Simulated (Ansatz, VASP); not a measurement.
## Two plane-wave programs on BP

POSCAR

```
BP
1.0
    0.0000000000      2.3785556859      2.3785556859
    2.3785556859      0.0000000000      2.3785556859
    2.3785556859      2.3785556859      0.0000000000
B P
1 1
Direct
    0.0000000000      0.0000000000      0.0000000000
    0.2500000000      0.2500000000      0.2500000000
```

File INCAR.step1:

```
PREC = Accurate
ENCUT = 520
ISMEAR = 0
SIGMA = 0.01
LREAL = F
LASPH = T
NELM = 80
NBANDS = 11
GGA = PE
ALGO = Normal
EDIFF = 1E-4
LWAVE = T
LCHARG = F
```

The input INCAR.step2:

```
PREC = Accurate
ENCUT = 520
EDIFF = 1E-7
ISMEAR = 0
SIGMA = 0.01
LREAL = F
LASPH = T
NELM = 80
ALGO = Normal
ISIF = 2
LWAVE = F
LCHARG = F
METAGGA = R2SCAN
LMIXTAU = T
NBANDS = 11
ISTART = 1
```

File KPOINTS:

```
regular mesh
0
Gamma
  10 10 10
```

Input for Ansatz:

```yaml
crystal:
  lattice:
    - [0.0, 2.3785556859, 2.3785556859]
    - [2.3785556859, 0.0, 2.3785556859]
    - [2.3785556859, 2.3785556859, 0.0]
  atoms:
    - { symbol: B, position: [0.0, 0.0, 0.0] }
    - { symbol: P, position: [0.25, 0.25, 0.25] }
kpoints:
  mp_grid: { grid: [10, 10, 10] }
  band_path:
    path:
      - [0.0, 0.0, 0.0]
      - [-0.5, -0.5, 0.0]
      - [-0.375, -0.375, 0.25]
      - [-0.375, 0.0, 0.375]
      - [0.0, 0.0, 0.5]
      - [-0.5, -0.25, 0.25]
      - [0.0, 0.401042, 0.401042]
    npoints: 1
hamiltonian:
  xc: r2scan
scf:
  occupations: { method: fixed }
  n_extra_bands: 4
output:
  forces: true
  stress: true
  eigenvalues: true
```

Change from the starting cell: hydrostatic strain +4.9%.

Alike in both runs: task single point; functional r2SCAN; k mesh 10 × 10 × 10; no spin polarisation.

|  | VASP | Ansatz |
| --- | --- | --- |
| version | VASP 6.6.1 | Ansatz 0.2.0 |
| potentials or method | VASP PAW PBE potentials, release 64 (B, P) | plane waves, PAW |
| plane-wave cutoff (eV) | 520 | 500 |
| occupations | gaussian, width 0.01 eV | fixed |
| valence electrons in the cell | 8 | 8 |

|  | VASP | Ansatz | Ansatz less VASP |
| --- | --- | --- | --- |
| gap on the k mesh at the Fermi level (eV) | 1.62 | 1.59 | -0.030 |
| pressure (GPa) | -18.8 | -18.4 | +0.39 |

VASP's potentials were made for PBE, not for r2SCAN.
